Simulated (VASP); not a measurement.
# HgTe (P4/nmm) in VASP: further runs, part 2 of 2

VASP 6.6.1.

## (5) Relaxation of cell and atoms, PBE+D3(BJ)

This run uses another cell than the first one, of 27.68 Å³/atom, 0.967 times its volume.

INCAR reads:

```
PREC = Accurate
ENCUT = 600
EDIFF = 1E-6
ISMEAR = 0
SIGMA = 0.1
LREAL = False
LASPH = True
NELM = 60
ALGO = Normal
ISIF = 3
LWAVE = False
LCHARG = False
GGA = PE
IVDW = 12
IBRION = 2
NSW = 90
EDIFFG = -0.04
```

KPOINTS reads:

```
regular mesh
0
Gamma
  4 4 4
```

POSCAR reads:

```
HgTe
1.0
    4.1972985000      0.0000000000      0.0000000000
    0.0000000000      4.1972985000      0.0000000000
    0.0000000000      0.0000000000      6.2856037800
Hg Te
2 2
Direct
    0.0000000000      0.0000000000      0.0000000000
    0.5000000000      0.5000000000      0.0000000000
    0.0000000000      0.5000000000      0.2279497600
    0.5000000000      0.0000000000      0.7720502400
```

Potentials or basis: VASP PAW PBE potentials, release 64 (Hg, Te).

Run with:

```
cat potpaw_PBE.64/Hg/POTCAR potpaw_PBE.64/Te/POTCAR > POTCAR
mpirun -np 1 vasp_std > vasp.out
```

OUTCAR:

```text
PREC = Accurate
   ENCUT = 600
   EDIFF = 1E-6
   ISMEAR = 0
   LREAL = False
   LASPH = True
   NELM = 60
   ISIF = 3
   GGA = PE
   IVDW = 12
   IBRION = 2
   NSW = 90
   EDIFFG = -0.04
 IVDW          = 12

 ion  position               nearest neighbor table
   1  0.000  0.000  0.000-   3 2.54   4 2.54   3 2.54   4 2.54   2 2.97   2 2.97   2 2.97   2 2.97

   2  0.500  0.500  0.000-   3 2.54   4 2.54   4 2.54   3 2.54   1 2.97   1 2.97   1 2.97   1 2.97

   3  0.000  0.500  0.228-   1 2.54   2 2.54   1 2.54   2 2.54
   4  0.500  0.000  0.772-   1 2.54   2 2.54   2 2.54   1 2.54

  LATTYP: Found a simple tetragonal cell.
 ALAT       =     4.1972985000
 C/A-ratio  =     1.4975355648

  Lattice vectors:

 A1 = (   4.1972985000,   0.0000000000,   0.0000000000)
 A2 = (   0.0000000000,   4.1972985000,   0.0000000000)
 A3 = (   0.0000000000,   0.0000000000,   6.2856037800)

Analysis of symmetry for initial positions (statically):
=====================================================================
 Subroutine PRICEL returns:
 Original cell was already a primitive cell.

 Routine SETGRP: Setting up the symmetry group for a
 simple tetragonal supercell.

 Subroutine GETGRP returns: Found 16 space group operations
 (whereof  8 operations were pure point group operations)
 out of a pool of 16 trial point group operations.

The static configuration has the point symmetry D_2d.
[... 142 lines left out ...]
   LRPA    =     F    only Hartree local field effects (RPA)
 conjugate gradient relaxation of ions
 non-spin polarized calculation
 Gauss-broadening in eV      SIGMA  =   0.10
  energy-cutoff  :      600.00
  volume of cell :      110.74
 maximum number of plane-waves:      3725
 NGX is ok and might be reduce to    36
   NGX = 17   NGY = 17   NGZ = 25

--------------------------------------- Ionic step        1  -------------------------------------------

 number of electron      36.0000000 magnetization

 Free energy of the ion-electron system (eV)
  ---------------------------------------------------
  ext. energy  EPLUGINS =         0.00000000
  ---------------------------------------------------
  free energy    TOTEN  =        -1.37572394 eV

  energy without entropy =       -1.37098211  energy(sigma->0) =       -1.37335302

------------------------ aborting loop because EDIFF is reached ----------------------------------------

 Edisp (eV)   -1.77808

 E8    (eV) :    -0.8099
[... 1485 lines left out ...]
     21      11.0741      0.00000
     22      11.0741      0.00000

[... ionic steps 4 to 29 ...]

--------------------------------------- Ionic step       30  -------------------------------------------

 number of electron      36.0000010 magnetization

------------------------ aborting loop because EDIFF is reached ----------------------------------------
[... 79 lines left out ...]
--------------------------------------- Ionic step       32  -------------------------------------------

 number of electron      36.0000010 magnetization

 Free energy of the ion-electron system (eV)
  ---------------------------------------------------
  ext. energy  EPLUGINS =         0.00000000
  ---------------------------------------------------
  free energy    TOTEN  =        -6.54204630 eV

  energy without entropy =       -6.53572800  energy(sigma->0) =       -6.53888715

 E-fermi :   4.1702     XC(G=0):  -9.7673

 val. band max:        4.1216057830   @ k =   0.2500   0.2500   0.0000
 cond. band min:       4.4377198116   @ k =   0.2500   0.0000   0.2500
 fundamental gap:      0.3161140285
 Fermi energy:         4.1702066121
[... 483 lines left out ...]
  FREE ENERGIE OF THE ION-ELECTRON SYSTEM (eV)
  ---------------------------------------------------
  free  energy   TOTEN  =        -8.2610973579 eV

  energy  without entropy=       -8.2547790576  energy(sigma->0) =       -8.25793821

 reached required accuracy - stopping structural energy minimisation
```

OSZICAR:

```text
N       E                     dE             d eps       ncg     rms          rms(c)
DAV:   1     0.289064395576E+03    0.28906E+03   -0.18059E+04   792   0.164E+03
DAV:   2     0.116002694962E+02   -0.27746E+03   -0.26957E+03   882   0.359E+02
DAV:   3    -0.215280264826E+01   -0.13753E+02   -0.13683E+02   930   0.791E+01
[... 339 lines left out ...]
DAV:   4    -0.654208135751E+01    0.22879E-03   -0.59650E-04   822   0.163E-01    0.571E-02
DAV:   5    -0.654204488032E+01    0.36477E-04   -0.17138E-04   840   0.128E-01    0.577E-02
DAV:   6    -0.654204740796E+01   -0.25276E-05   -0.16808E-05   804   0.379E-02    0.367E-02
DAV:   7    -0.654204614488E+01    0.12631E-05   -0.56853E-06   798   0.246E-02    0.574E-03
DAV:   8    -0.654204629577E+01   -0.15088E-06   -0.16343E-06   436   0.893E-03
  32 F= -.82610974E+01 E0= -.82579382E+01  d E =-.445894E-02
```

Run time: 14 min. Hardware: 1 thread of Intel Xeon Platinum 8488C (Sapphire Rapids), shared host; peak memory 0.28 GiB.

What came out:

| Quantity | Value |
| --- | --- |
| Free energy | -8.2611 eV |
| Relaxed volume | 28.89 Å³/atom |
| Relaxed cell | a = 4.790 Å, b = 4.790 Å, c = 5.038 Å, α = 90.00°, β = 90.00°, γ = 90.00° |
| Space group after relaxing (to 0.05 Å) | P4/nmm (No. 129) |
| Energy gained by relaxing | 1276.8 meV/atom |
| Ionic steps | 32 |
| Pressure after relaxing | 0.1 GPa |
| Largest force after relaxing | 0.011 eV/Å |
| Band gap on the k mesh | zero (band 18 reaches 4.63 eV, above the bottom of band 19 at 3.41 eV) |
| Dispersion energy per atom | -0.430 eV |

Forces in eV/Å, atoms in the order of the input:
```
Hg   0.000  0.000  0.000
Hg   0.000  0.000  0.000
Te   0.000  0.000  0.011
Te   0.000  0.000 -0.011
```

Stress tensor (GPa, compression positive):
```
 0.14  0.00  0.00
 0.00  0.14  0.00
 0.00  0.00 -0.11
```

The path:
```
step  energy change (eV)  largest force (eV/Å)  pressure (GPa)  volume (Å³)
   1              0.0000                8.5743           38.03       110.74
   2             -1.1024                1.4353           -4.50       252.71
   3             -4.5512                0.3656           -2.57       158.93
   4             -4.6120                0.1066           -1.71       154.81
   5             -4.6420                0.3366           -0.15       148.94
   6             -4.6424                0.2680           -0.38       149.78
   7             -4.6557                0.2882           -0.34       148.49
   8             -4.6969                0.3602           -0.18       144.62
   9             -4.7825                0.5212            0.33       136.95
  10             -4.9228                0.8706            2.31       121.79
  11             -4.1691                1.3556           17.65        92.25
  12             -4.7656                1.5685            5.43       116.85
  13             -4.6379                1.7340            9.90       104.46
  14             -4.7225                1.7190            7.36       110.87
  15             -4.7238                1.7148            7.37       110.81
  16             -4.7278                1.7015            7.36       110.62
  17             -4.7353                1.6736            7.37       110.24
  18             -4.7488                1.6215            7.47       109.49
  19             -4.7696                1.5157            7.62       107.98
  20             -4.7839                1.3031            8.16       104.95
  21             -4.8051                1.2572            7.88       105.32
  22             -4.8637                1.1218            6.85       106.43
  23             -4.9595                0.8692            5.03       108.69
  24             -5.0746                0.4284            1.97       113.29
  25             -5.0561                0.2391           -2.29       122.89
  26             -5.1025                0.0831           -0.31       117.69
  27             -5.1028                0.1135           -0.09       117.26
  28             -5.1030                0.1111           -0.11       117.22
  29             -5.1035                0.1047           -0.08       117.11
  30             -5.1045                0.0912           -0.08       116.89
  31             -5.1060                0.0643           -0.06       116.45
  32             -5.1073                0.0112            0.06       115.57
```

Final structure:
```
Hg Te
1.0
     4.78955    0.00000    0.00000
     0.00000    4.78955    0.00000
     0.00000    0.00000    5.03790
Hg Te
2 2
Direct
  0.00000 0.00000 0.00000
  0.50000 0.50000 0.00000
  0.00000 0.50000 0.34003
  0.50000 0.00000 0.65997
```

Levels at points of the mesh, in eV from the Fermi level:
```csv
k point,band 16,band 17,band 18,band 19,band 20,band 21
"(0.00, 0.00, 0.00)",-1.18,-1.17,0.46,0.46,0.49,3.88
"(0.50, 0.00, 0.00)",-1.79,-1.31,-1.31,2.55,2.55,3.22
"(0.50, 0.50, 0.00)",-1.57,-0.67,-0.67,1.38,1.38,2.50
"(0.00, 0.00, 0.50)",-1.27,-1.27,-0.79,-0.76,2.63,3.31
"(0.50, 0.00, 0.50)",-0.84,-0.55,-0.55,0.47,0.47,4.03
"(0.50, 0.50, 0.50)",-3.56,-3.09,-3.09,3.50,3.50,5.93
```

Caveat: the k points lie up to 0.33 Å⁻¹ apart in the final cell; spin-orbit coupling is left out, which moves the levels of the heavy elements.

## (6) Overview

```tsv
task	cell	k mesh	cutoff (eV)	gap on the mesh (eV)	pressure (GPa)	relaxed volume (Å³/atom)	largest force (eV/Å)
relaxation of cell and atoms	relaxed from a = 4.832, b = 4.832, c = 4.905 Å, 4 atoms	10 × 10 × 10	600	none	0.0	28.70	0.01
single point	a = 4.197, b = 4.197, c = 6.286 Å, 4 atoms	4 × 4 × 4	520	none	38.0	-	8.57
single point	a = 4.832, b = 4.832, c = 4.905 Å, 4 atoms	4 × 4 × 4	520	none	0.1	-	0.01
relaxation of cell and atoms	relaxed from a = 4.197, b = 4.197, c = 6.286 Å, 4 atoms	4 × 4 × 4	600	none	0.1	28.89	0.01
```

Alike in all rows: level PBE+D3(BJ); potentials or basis VASP PAW PBE potentials, release 64 (Hg, Te); no spin polarisation; smearing gaussian 0.1 eV.

Caveats: some runs use coarse meshes; spin-orbit coupling is left out, which moves the levels of the heavy elements; pairwise dispersion overbinds metals, which lowers pressure and volume (some runs); forces of over 1 eV/Å act on the atoms, so gaps and moduli don't describe the material at rest (some runs).

Absolute energies hang on the potentials; compare differences alone.
